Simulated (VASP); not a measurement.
# YSe in VASP: further runs, part 2 of 2

VASP 6.6.1. The steps go on from the part before.

## 3. Single point, LDA (volume scaled by 1.06)

The input, INCAR:

```
SYSTEM = YSe
ALGO = Normal
EDIFF = 1E-7
ENCUT = 520
ISIF = 2
ISMEAR = -1
LASPH = .True.
LCHARG = .False.
LREAL = .False.
LWAVE = .False.
NBANDS = 16
NELM = 100
PREC = Accurate
SIGMA = 0.03
```

The input, KPOINTS:

```
k-points
0
Gamma
  7 7 7
  0 0 0
```

The input, POSCAR:

```
YSe
1.0
    0.0000000000      2.9313868645      2.9313868645
    2.9313868645      0.0000000000      2.9313868645
    2.9313868645      2.9313868645      0.0000000000
Y Se
1 1
Direct
    0.0000000000      0.0000000000      0.0000000000
    0.5000000000      0.5000000000      0.5000000000
```

Potentials or basis: VASP PAW LDA potentials, release 64 (Y_sv, Se).

The run is started by

```sh
$ cat potpaw_LDA.64/Y_sv/POTCAR potpaw_LDA.64/Se/POTCAR > POTCAR
$ mpirun -np 1 vasp_std > vasp.out
```

It took 12 s on 1 thread of Intel Xeon 6975P-C (Granite Rapids), shared host; peak memory 0.17 GiB.

The run converged. Its results:

```
Free energy : -14.7807 eV
Pressure    : -8.2 GPa
```

Levels at points of the mesh, in eV from the Fermi level:
```tsv
k point	band 6	band 7	band 8	band 9	band 10	band 11	band 12	band 13
(0.00, 0.00, 0.00)	-3.10	-3.10	-3.10	-0.29	-0.29	-0.29	0.13	0.41
```

## 4. Single point, LDA (zz strain of -2 %)

The input, INCAR:

```
SYSTEM = YSe
PREC = Accurate
ENCUT = 520
EDIFF = 1E-7
ISMEAR = -1
SIGMA = 0.03
LREAL = .FALSE.
LASPH = .TRUE.
NELM = 60
ALGO = Normal
ISIF = 2
LWAVE = .FALSE.
LCHARG = .TRUE.
GGA = CA
LELF = .TRUE.
LVHAR = .TRUE.
NBANDS = 16
```

The input, KPOINTS:

```
regular mesh
0
G
  7 7 7
  0 0 0
```

The input, POSCAR:

```
YSe
1.0
    0.0000000000      2.8750000000      2.8175000000
    2.8750000000      0.0000000000      2.8175000000
    2.8750000000      2.8750000000      0.0000000000
Y Se
1 1
Direct
    0.0000000000      0.0000000000      0.0000000000
    0.5000000000      0.5000000000      0.5000000000
```

The run is started by

```sh
$ cat potpaw_LDA.64/Y_sv/POTCAR potpaw_LDA.64/Se/POTCAR > POTCAR
$ mpirun -np 1 vasp_std > vasp.out
```

Run time: 22 s. Hardware: 1 thread of Intel Xeon 6975P-C (Granite Rapids), shared host; peak memory 0.18 GiB.

The run converged. Its results:

```yaml
Free_energy: -14.9100 eV
Pressure: -2.9 GPa
```

Stress tensor (GPa, compression positive):
```
-4.15  0.00  0.00
 0.00 -4.15  0.00
 0.00  0.00 -0.31
```

Levels at points of the mesh, in eV from the Fermi level:
```
           k point  band 5  band 6  band 7  band 8  band 9  band 10  band 11  band 12  band 13  band 14
(0.00, 0.00, 0.00)  -15.28   -3.08   -3.08   -3.03   -0.39    -0.39    -0.23     0.36     0.40     0.80
```

Caveat: the cell differs from its parent crystal (zz strain of -2 %).

## 5. Single point, LDA (equal xx and yy strain of -2 %)

The input, INCAR:

```
ALGO = Normal
EDIFF = 1E-6
ENCUT = 520
ISIF = 2
ISMEAR = -1
LASPH = T
LCHARG = F
LREAL = F
LWAVE = F
NBANDS = 16
NELM = 60
PREC = Accurate
SIGMA = 0.03
```

The input, KPOINTS:

```
k-points
0
Gamma
  7 7 7
```

The input, POSCAR:

```
YSe
1.0
    0.0000000000      2.8175000000      2.8750000000
    2.8175000000      0.0000000000      2.8750000000
    2.8175000000      2.8175000000      0.0000000000
Y Se
1 1
Direct
    0.0000000000      0.0000000000      0.0000000000
    0.5000000000      0.5000000000      0.5000000000
```

Potentials or basis: VASP PAW LDA potentials, release 64 (Y_sv, Se).

The run is started by

```sh
$ cat potpaw_LDA.64/Y_sv/POTCAR potpaw_LDA.64/Se/POTCAR > POTCAR
$ mpirun -np 1 vasp_std > vasp.out
```

OUTCAR:

```text
EDIFF = 1E-6
   ENCUT = 520
   ISIF = 2
   ISMEAR = -1
   LASPH = T
   LREAL = F
   NELM = 60
   PREC = Accurate

 ion  position               nearest neighbor table
   1  0.000  0.000  0.000-   2 2.82   2 2.82   2 2.82   2 2.82   2 2.88   2 2.88
   2  0.500  0.500  0.500-   1 2.82   1 2.82   1 2.82   1 2.82   1 2.88   1 2.88

  LATTYP: Found a body centered tetragonal cell.
 ALAT       =     3.9845467120
 C/A-ratio  =     1.4430750636

  Lattice vectors:

 A1 = (  -2.8175000000,   0.0000000000,   2.8750000000)
 A2 = (   2.8175000000,   0.0000000000,   2.8750000000)
[... 625 lines left out ...]
      4     -17.2706      2.00000
      5      -8.1315      2.00000
      6       0.0299      2.00000
[... 8 lines left out ...]
     15      13.0768      0.00000
     16      13.8374      0.00000

 [... further k-points ...]
[... 5 lines left out ...]
  --------------------------------------------------------------------------------------
  -------------------------------------------------------------------------------------
  Total        0.0441661      0.0441661     -1.0921955      0.0000000      0.0000000      0.0000000
  in kB        1.5502589      1.5502589    -38.3367479      0.0000000      0.0000000      0.0000000
  external PRESSURE =     -11.7454100 kB  Pullay stress =       0.0000000 kB

 VOLUME and BASIS-vectors are now :
 -----------------------------------------------------------------------------
  energy-cutoff  :      520.00
  volume of cell :       45.65
      direct lattice vectors                 reciprocal lattice vectors
     0.000000000  2.817500000  2.875000000    -0.177462289  0.177462289  0.173913043
     2.817500000  0.000000000  2.875000000     0.177462289 -0.177462289  0.173913043
     2.817500000  2.817500000  0.000000000     0.177462289  0.177462289 -0.173913043

 POSITION                                       TOTAL-FORCE (eV/Angst)
 -----------------------------------------------------------------------------------
      0.00000      0.00000      0.00000        -0.000000     -0.000000      0.000000
      2.81750      2.81750      2.87500         0.000000      0.000000     -0.000000
 -----------------------------------------------------------------------------------
    total drift:                               -0.000000      0.000000      0.000000

  FREE ENERGIE OF THE ION-ELECTRON SYSTEM (eV)
  ---------------------------------------------------
  free  energy   TOTEN  =       -14.9220827154 eV

  energy  without entropy=      -14.9184862392  energy(sigma->0) =      -14.92028448
```

stdout:

```text
POSCAR found type information on POSCAR Y Se
 POSCAR found :  2 types and       2 ions
 scaLAPACK will be used
 LDA part: xc-table for (Slater(with rela. corr.)+CA(PZ))
 , standard interpolation
 POSCAR, INCAR and KPOINTS ok, starting setup
 FFT: planning ... GRIDC
 FFT: planning ... GRID_SOFT
 FFT: planning ... GRID
 WAVECAR not read
 entering main loop
```

Run time: 14 s. Hardware: 1 thread of Intel Xeon 6975P-C (Granite Rapids), shared host; peak memory 0.18 GiB.

What came out:

```
Free energy : -14.9221 eV
Pressure    : -1.2 GPa
```

Caveat: the cell differs from its parent crystal (equal xx and yy strain of -2 %).

## 6. Single point, LDA (zz strain of -1 %)

The input, INCAR:

```
ALGO = Normal
EDIFF = 1E-6
ENCUT = 520
GGA = CA
ISIF = 2
ISMEAR = -1
LASPH = True
LCHARG = True
LELF = True
LREAL = False
LVHAR = True
LWAVE = False
NBANDS = 16
NELM = 100
PREC = Accurate
SIGMA = 0.03
```

KPOINTS is that of step 5.

The input, POSCAR:

```
YSe
1.0
    0.0000000000      2.8750000000      2.8462500000
    2.8750000000      0.0000000000      2.8462500000
    2.8750000000      2.8750000000      0.0000000000
Y Se
1 1
Direct
    0.0000000000      0.0000000000      0.0000000000
    0.5000000000      0.5000000000      0.5000000000
```

Potentials or basis: VASP PAW LDA potentials, release 64 (Y_sv, Se).

The run is started by

```sh
$ cat potpaw_LDA.64/Y_sv/POTCAR potpaw_LDA.64/Se/POTCAR > POTCAR
$ mpirun -np 1 vasp_std > vasp.out
```

Run time: 16 s. Hardware: 1 thread of Intel Xeon 6975P-C (Granite Rapids), shared host; peak memory 0.18 GiB.

It converged, with:

- Free energy: -14.9057 eV
- Pressure: -3.7 GPa

Stress tensor (GPa, compression positive):
```
-4.31  0.00  0.00
 0.00 -4.31  0.00
 0.00  0.00 -2.54
```

Levels at points of the mesh, in eV from the Fermi level:
| k point | band 5 | band 6 | band 7 | band 8 | band 9 | band 10 | band 11 | band 12 | band 13 | band 14 |
| --- | --- | --- | --- | --- | --- | --- | --- | --- | --- | --- |
| (0.00, 0.00, 0.00) | -15.25 | -3.08 | -3.08 | -3.05 | -0.36 | -0.36 | -0.28 | 0.41 | 0.42 | 0.64 |

Caveat: the cell differs from its parent crystal (zz strain of -1 %).

## 7. Summary

| cell | gap on the mesh (eV) | pressure (GPa) |
| --- | --- | --- |
| a = 4.093 Å, angles 60.0°, 2 atoms | none | -5.8 |
| a = 4.146 Å, angles 60.0°, 2 atoms | none | -8.2 |
| a = 4.025, b = 4.025, c = 4.066 Å, angles 59.7, 59.7, 60.7°, 2 atoms | none | -2.9 |
| a = 4.025, b = 4.025, c = 3.985 Å, angles 60.3, 60.3, 59.3°, 2 atoms | none | -1.2 |
| a = 4.046, b = 4.046, c = 4.066 Å, angles 59.8, 59.8, 60.3°, 2 atoms | none | -3.7 |

Alike in all rows: task single point; level LDA; potentials or basis VASP PAW LDA potentials, release 64 (Y_sv, Se); no spin polarisation; k mesh 7 × 7 × 7; cutoff (eV) 520; smearing fermi-dirac 0.03 eV.

Absolute energies hang on the potentials; compare differences alone.
